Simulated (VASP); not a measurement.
# AgCl (Fm-3m) in VASP: further runs

Runs on AgCl. Level: LDA. Tasks: vibrations by perturbation theory.

All numbers are computed with VASP 6.6.1; they aren't measurements. Logs are shortened: lines on timing, memory, paths and dates and some standing lists are left out, and cuts for length are marked.

## Step 1: The cell of the first run

The structure is cubic, space group Fm-3m (No. 225). The conventional cell has a = 5.307 Å, b = 5.307 Å, c = 5.307 Å, α = 90.00°, β = 90.00°, γ = 90.00°. Ag (site symmetry m-3m) has 6 Cl at 2.65 Å within 3.5 Å. Cl (site symmetry m-3m) has 6 Ag at 2.65 Å within 3.5 Å.

## Step 2: Vibrations by perturbation theory, LDA

The input, INCAR:

```
SYSTEM = AgCl
PREC = Accurate
ENCUT = 520
EDIFF = 1E-8
ISMEAR = 0
SIGMA = 0.01
LREAL = .False.
LASPH = .True.
NELM = 80
ALGO = Normal
ISIF = 2
LWAVE = .False.
LCHARG = .False.
GGA = CA
NBANDS = 16
IBRION = 8
NSW = 1
LEPSILON = .True.
```

The input, KPOINTS:

```
Automatic mesh
0
Gamma
  10 10 10
  0 0 0
```

The input, POSCAR:

```
AgCl
1.0
    0.0000000000      2.6533799584      2.6533799584
    2.6533799584      0.0000000000      2.6533799584
    2.6533799584      2.6533799584      0.0000000000
Ag Cl
1 1
Direct
    0.5000000000      0.5000000000      0.5000000000
    0.0000000000      0.0000000000      0.0000000000
```

Potentials or basis: VASP PAW LDA potentials, release 64 (Ag, Cl).

Started as:

```bash
> cat potpaw_LDA.64/Ag/POTCAR potpaw_LDA.64/Cl/POTCAR > POTCAR
> mpirun -np 1 vasp_std > vasp.out
```

OUTCAR:

```text
SYSTEM = AgCl
   PREC = Accurate
   ENCUT = 520
   EDIFF = 1E-8
   ISMEAR = 0
   LREAL = .False.
   LASPH = .True.
   NELM = 80
   ISIF = 2
   GGA = CA
   IBRION = 8
   NSW = 1
   LEPSILON = .True.

 ion  position               nearest neighbor table
   1  0.500  0.500  0.500-   2 2.65   2 2.65   2 2.65   2 2.65   2 2.65   2 2.65
   2  0.000  0.000  0.000-   1 2.65   1 2.65   1 2.65   1 2.65   1 2.65   1 2.65

  LATTYP: Found a face centered cubic cell.
 ALAT       =     5.3067599168

  Lattice vectors:

 A1 = (   0.0000000000,   2.6533799584,   2.6533799584)
 A2 = (   2.6533799584,   0.0000000000,   2.6533799584)
 A3 = (   2.6533799584,   2.6533799584,   0.0000000000)

Analysis of symmetry for initial positions (statically):
=====================================================================
 Subroutine PRICEL returns:
 Original cell was already a primitive cell.

 Routine SETGRP: Setting up the symmetry group for a
 face centered cubic supercell.

 Subroutine GETGRP returns: Found 48 space group operations
 (whereof 48 operations were pure point group operations)
 out of a pool of 48 trial point group operations.

The static configuration has the point symmetry O_h .

Analysis of symmetry for dynamics (positions and initial velocities):
=====================================================================
 Subroutine PRICEL returns:
 Original cell was already a primitive cell.

 Routine SETGRP: Setting up the symmetry group for a
 face centered cubic supercell.

 Subroutine GETGRP returns: Found 48 space group operations
 (whereof 48 operations were pure point group operations)
 out of a pool of 48 trial point group operations.

The dynamic configuration has the point symmetry O_h .

 Subroutine INISYM returns: Found 48 space group operations
 (whereof 48 operations are pure point group operations),
 and found     1 'primitive' translations

[... 686 lines left out ...]
     0.00827  0.00000 -0.00000
     0.00000  0.01345  0.00000
     0.00000  0.00000  0.01345

 MACROSCOPIC STATIC DIELECTRIC TENSOR (including local field effects in DFT)
 ------------------------------------------------------
           5.859900    -0.000000     0.000000
          -0.000000     5.859900     0.000000
          -0.000000    -0.000000     5.859900
 ------------------------------------------------------

 PIEZOELECTRIC TENSOR (including local field effects)  for field in x, y, z        (e  Angst)
          XX          YY          ZZ          XY          YZ          ZX
  --------------------------------------------------------------------------------
  x     0.00000     0.00000     0.00000     0.00000     0.00000     0.00000
  y     0.00000     0.00000     0.00000     0.00000     0.00000     0.00000
  z     0.00000     0.00000     0.00000     0.00000     0.00000     0.00000

 PIEZOELECTRIC TENSOR (including local field effects)  for field in x, y, z        (C/m^2)
          XX          YY          ZZ          XY          YZ          ZX
  --------------------------------------------------------------------------------
  x     0.00000     0.00000     0.00000     0.00000     0.00000     0.00000
  y     0.00000     0.00000     0.00000     0.00000     0.00000     0.00000
  z     0.00000     0.00000     0.00000     0.00000     0.00000     0.00000

 BORN EFFECTIVE CHARGES (including local field effects) (in |e|, cummulative output)
 ---------------------------------------------------------------------------------
 ion    1
    1     1.39551     0.00000     0.00000
    2     0.00000     1.39551     0.00000
    3    -0.00000    -0.00000     1.39551
 ion    2
    1    -1.39551    -0.00000    -0.00000
    2    -0.00000    -1.39551    -0.00000
    3     0.00000     0.00000    -1.39551

 INTERNAL STRAIN TENSOR FOR ION    2 for displacements in x,y,z  (eV/Angst):
          X           Y           Z          XY          YZ          ZX
  --------------------------------------------------------------------------------
  x     0.00000     0.00000     0.00000     0.00000     0.00000     0.00000
  y     0.00000     0.00000     0.00000     0.00000     0.00000     0.00000
  z     0.00000     0.00000     0.00000     0.00000     0.00000     0.00000

 SECOND DERIVATIVES (NOT SYMMETRIZED)
 ------------------------------------
               1X          1Y          1Z          2X          2Y          2Z
  1X    -2.001375    0.000000    0.000000    2.001375    0.000000    0.000000
  1Y     0.000000   -2.001375    0.000000    0.000000    2.001375    0.000000
  1Z     0.000000    0.000000   -2.001375    0.000000    0.000000    2.001375
  2X     2.009145    0.000000    0.000000   -2.009145    0.000000    0.000000
  2Y     0.000000    2.009145    0.000000    0.000000   -2.009145    0.000000
  2Z     0.000000    0.000000    2.009145    0.000000    0.000000   -2.009145

 Eigenvectors and eigenvalues of the dynamical matrix
 ----------------------------------------------------

   1 f  =    4.287763 THz    26.940810 2PiTHz  143.024380 cm-1    17.732755 meV
             X         Y         Z           dx          dy          dz
      2.653380  2.653380  2.653380     0.000000    0.496636    0.000000
      0.000000  0.000000  0.000000     0.000000   -0.867959    0.000000
[... 21 lines left out ...]
   6 f/i=    0.003581 THz     0.022498 2PiTHz    0.119439 cm-1     0.014809 meV
             X         Y         Z           dx          dy          dz
      2.653380  2.653380  2.653380     0.000000    0.000000    0.867959
      0.000000  0.000000  0.000000     0.000000    0.000000    0.496636

--------------------------------------------------------------------------------------------------------

 MACROSCOPIC STATIC DIELECTRIC TENSOR IONIC CONTRIBUTION
 ------------------------------------------------------
           4.703639     0.000000     0.000000
           0.000000     4.703639     0.000000
           0.000000     0.000000     4.703639
 ------------------------------------------------------

 ELASTIC MODULI CONTR FROM IONIC RELAXATION (kBar)
 Direction    XX          YY          ZZ          XY          YZ          ZX
 --------------------------------------------------------------------------------
 XX           0.0000      0.0000      0.0000      0.0000      0.0000      0.0000
 YY           0.0000      0.0000      0.0000      0.0000      0.0000      0.0000
 ZZ           0.0000      0.0000      0.0000      0.0000      0.0000      0.0000
 XY           0.0000      0.0000      0.0000      0.0000      0.0000      0.0000
 YZ           0.0000      0.0000      0.0000      0.0000      0.0000      0.0000
 ZX           0.0000      0.0000      0.0000      0.0000      0.0000      0.0000
 --------------------------------------------------------------------------------

 PIEZOELECTRIC TENSOR IONIC CONTR  for field in x, y, z        (C/m^2)
          XX          YY          ZZ          XY          YZ          ZX
  --------------------------------------------------------------------------------
  x     0.00000     0.00000     0.00000     0.00000     0.00000     0.00000
  y     0.00000     0.00000     0.00000     0.00000     0.00000     0.00000
  z     0.00000     0.00000     0.00000     0.00000     0.00000     0.00000
```

Run time: 2.9 min. Hardware: 1 thread of Intel Xeon 6975P-C (Granite Rapids), shared host; peak memory 0.28 GiB.

What came out:

| Item | Value |
| --- | --- |
| Electronic dielectric tensor (diagonal) | 5.86 |
| Born charges (mean of the diagonal) | Ag +1.40; Cl -1.40 e |
| Highest phonon frequency at Γ, LO-TO splitting left out | 143 cm⁻¹ |

Phonon frequencies in cm⁻¹ (negative: imaginary):
| q point | frequencies |
| --- | --- |
| (0.000, 0.000, 0.000) | 0 0 0 143 143 143 |

Electronic dielectric tensor:
```
5.86 0.00 0.00
0.00 5.86 0.00
0.00 0.00 5.86
```

Born effective charge tensors (e):
atom 1, Ag
```
1.40 0.00 0.00
0.00 1.40 0.00
0.00 0.00 1.40
```
atom 2, Cl
```
-1.40  0.00  0.00
 0.00 -1.40  0.00
 0.00  0.00 -1.40
```

Caveat: the cell wasn't relaxed at this level first, which shifts response properties.

## Step 3: Vibrations by perturbation theory, LDA

This run uses another cell than the first one, of 18.92 Å³/atom, 1.013 times its volume.

The input, INCAR:

```
PREC = Accurate
ENCUT = 520
EDIFF = 1E-8
ISMEAR = 0
SIGMA = 0.01
LREAL = F
LASPH = T
NELM = 60
ALGO = Normal
ISIF = 2
LWAVE = F
LCHARG = T
IBRION = 8
NSW = 1
LEPSILON = T
```

The input, KPOINTS:

```
Automatic mesh
0
Gamma
  10 10 10
```

The input, POSCAR:

```
AgCl
1.0
    0.0000000000      2.6647323907      2.6647323907
    2.6647323907      0.0000000000      2.6647323907
    2.6647323907      2.6647323907      0.0000000000
Ag Cl
1 1
Direct
    0.5000000000      0.5000000000      0.5000000000
    0.0000000000      0.0000000000      0.0000000000
```

Potentials or basis: VASP PAW LDA potentials, release 64 (Ag, Cl).

Started as:

```bash
> cat potpaw_LDA.64/Ag/POTCAR potpaw_LDA.64/Cl/POTCAR > POTCAR
> mpirun -np 1 vasp_std > vasp.out
```

OUTCAR:

```text
PREC = Accurate
   ENCUT = 520
   EDIFF = 1E-8
   ISMEAR = 0
   LREAL = F
   LASPH = T
   NELM = 60
   ISIF = 2
   IBRION = 8
   NSW = 1
   LEPSILON = T

 ion  position               nearest neighbor table
   1  0.500  0.500  0.500-   2 2.66   2 2.66   2 2.66   2 2.66   2 2.66   2 2.66
   2  0.000  0.000  0.000-   1 2.66   1 2.66   1 2.66   1 2.66   1 2.66   1 2.66

  LATTYP: Found a face centered cubic cell.
 ALAT       =     5.3294647814

  Lattice vectors:

 A1 = (   0.0000000000,   2.6647323907,   2.6647323907)
 A2 = (   2.6647323907,   0.0000000000,   2.6647323907)
 A3 = (   2.6647323907,   2.6647323907,   0.0000000000)

Analysis of symmetry for initial positions (statically):
=====================================================================
 Subroutine PRICEL returns:
 Original cell was already a primitive cell.

[... 682 lines left out ...]
  z     0.00000     0.00000     0.00000     0.00000     0.00000     0.00000

 SECOND DERIVATIVES (NOT SYMMETRIZED)
 ------------------------------------
               1X          1Y          1Z          2X          2Y          2Z
  1X    -1.849602    0.000000    0.000000    1.849602    0.000000    0.000000
  1Y     0.000000   -1.849602    0.000000    0.000000    1.849602    0.000000
  1Z     0.000000    0.000000   -1.849602    0.000000    0.000000    1.849602
  2X     1.846910    0.000000    0.000000   -1.846910    0.000000    0.000000
  2Y     0.000000    1.846910    0.000000    0.000000   -1.846910    0.000000
  2Z     0.000000    0.000000    1.846910    0.000000    0.000000   -1.846910

 Eigenvectors and eigenvalues of the dynamical matrix
 ----------------------------------------------------

   1 f  =    4.113713 THz    25.847221 2PiTHz  137.218694 cm-1    17.012942 meV
             X         Y         Z           dx          dy          dz
      2.664732  2.664732  2.664732     0.497634   -0.000000   -0.000000
      0.000000  0.000000  0.000000    -0.867387   -0.000000   -0.000000
[... 21 lines left out ...]
   6 f/i=    0.001293 THz     0.008127 2PiTHz    0.043146 cm-1     0.005349 meV
             X         Y         Z           dx          dy          dz
      2.664732  2.664732  2.664732    -0.029914    0.202834    0.842807
      0.000000  0.000000  0.000000    -0.017162    0.116369    0.483532

--------------------------------------------------------------------------------------------------------

 MACROSCOPIC STATIC DIELECTRIC TENSOR IONIC CONTRIBUTION
 ------------------------------------------------------
           5.080136     0.000000     0.000000
           0.000000     5.080136     0.000000
           0.000000     0.000000     5.080136
 ------------------------------------------------------

 ELASTIC MODULI CONTR FROM IONIC RELAXATION (kBar)
 Direction    XX          YY          ZZ          XY          YZ          ZX
 --------------------------------------------------------------------------------
 XX           0.0000      0.0000      0.0000      0.0000      0.0000      0.0000
 YY           0.0000      0.0000      0.0000      0.0000      0.0000      0.0000
 ZZ           0.0000      0.0000      0.0000      0.0000      0.0000      0.0000
 XY           0.0000      0.0000      0.0000      0.0000      0.0000      0.0000
 YZ           0.0000      0.0000      0.0000      0.0000      0.0000      0.0000
 ZX           0.0000      0.0000      0.0000      0.0000      0.0000      0.0000
 --------------------------------------------------------------------------------

 PIEZOELECTRIC TENSOR IONIC CONTR  for field in x, y, z        (C/m^2)
          XX          YY          ZZ          XY          YZ          ZX
  --------------------------------------------------------------------------------
  x     0.00000     0.00000     0.00000     0.00000     0.00000     0.00000
  y     0.00000     0.00000     0.00000     0.00000     0.00000     0.00000
  z     0.00000     0.00000     0.00000     0.00000     0.00000     0.00000
```

stdout:

```text
POSCAR found type information on POSCAR AgCl
 POSCAR found :  2 types and       2 ions
 scaLAPACK will be used
 LDA part: xc-table for (Slater(with rela. corr.)+CA(PZ))
 , standard interpolation
 POSCAR, INCAR and KPOINTS ok, starting setup
 FFT: planning ... GRIDC
 FFT: planning ... GRID_SOFT
 FFT: planning ... GRID
 WAVECAR not read
 entering main loop
[... 23 lines left out ...]
  Direction:   3
 dielectric tensor                  component  3 :     0.248     0.676     5.812
 Linear response DOF=           2
 Linear response progress:
 first order change of Fermi-energy  -0.24929E-03
 force on displaced ion       1 direction 1 :  -1.850   0.000   0.000
 Born effective charge ion    1 direction 1 :   1.401   0.000   0.000
 Linear response progress:
 first order change of Fermi-energy   0.99098E-03
 force on displaced ion       2 direction 1 :  -1.847   0.000   0.000
 Born effective charge ion    2 direction 1 :  -1.402   0.000   0.000
 Born effective charges drift removed
 Linear response finished
```

It took 2.5 min on 1 thread of Intel Xeon 6975P-C (Granite Rapids), shared host; peak memory 0.27 GiB.

What came out:

```
Electronic dielectric tensor (diagonal)                 : 5.81
Born charges (mean of the diagonal)                     : Ag +1.40; Cl -1.40 e
Highest phonon frequency at Γ, LO-TO splitting left out : 137 cm⁻¹
```

Phonon frequencies in cm⁻¹ (negative: imaginary):
```
              q point        frequencies
(0.000, 0.000, 0.000)  0 0 0 137 137 137
```

Electronic dielectric tensor:
```
5.81 0.00 0.00
0.00 5.81 0.00
0.00 0.00 5.81
```

Born effective charge tensors (e):
atom 1, Ag
```
1.40 0.00 0.00
0.00 1.40 0.00
0.00 0.00 1.40
```
atom 2, Cl
```
-1.40  0.00  0.00
 0.00 -1.40  0.00
 0.00  0.00 -1.40
```

Caveat: the cell wasn't relaxed at this level first, which shifts response properties.

(Continued in part 2 of 2.)
